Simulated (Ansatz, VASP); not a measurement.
**One calculation of BaTiO3, two programs**

```xyz
5
Lattice="3.9142 0.0000 0.0000 0.0000 3.9142 0.0000 0.0000 0.0000 4.0552" Properties=species:S:1:pos:R:3 pbc="T T T"
Ba    1.9571    1.9571    2.0276
Ti    0.0000    0.0000    0.0000
O     1.9571    0.0000    0.0000
O     0.0000    1.9571    0.0000
O     0.0000    0.0000    2.0276
```

Alike in both runs: task single point; functional r2SCAN; k mesh 8 × 8 × 8; occupations gaussian, width 0.02 eV; no spin polarisation.

|  | VASP | Ansatz |
| --- | --- | --- |
| version | VASP 6.6.1 | Ansatz 0.2.0 |
| potentials or method | VASP PAW PBE potentials, release 64 (Ba_sv, Ti_sv, O_h), cutoff 910 eV | scalar-relativistic, plane waves, PAW |
| valence electrons in the cell | 40 | 40 |

```csv
,VASP,Ansatz,Ansatz less VASP
gap on the k mesh at the Fermi level (eV),2.15,2.16,+0.013
least direct gap on the mesh (eV),2.30,2.28,-0.021
```

VASP's potentials were made for PBE, not for r2SCAN. The functional is the same, so the differences come from potentials, cutoffs and numerics.

Neither program's run includes spin-orbit coupling. Noted on VASP's run: the cutoff is short for stress, so the pressure is rough.
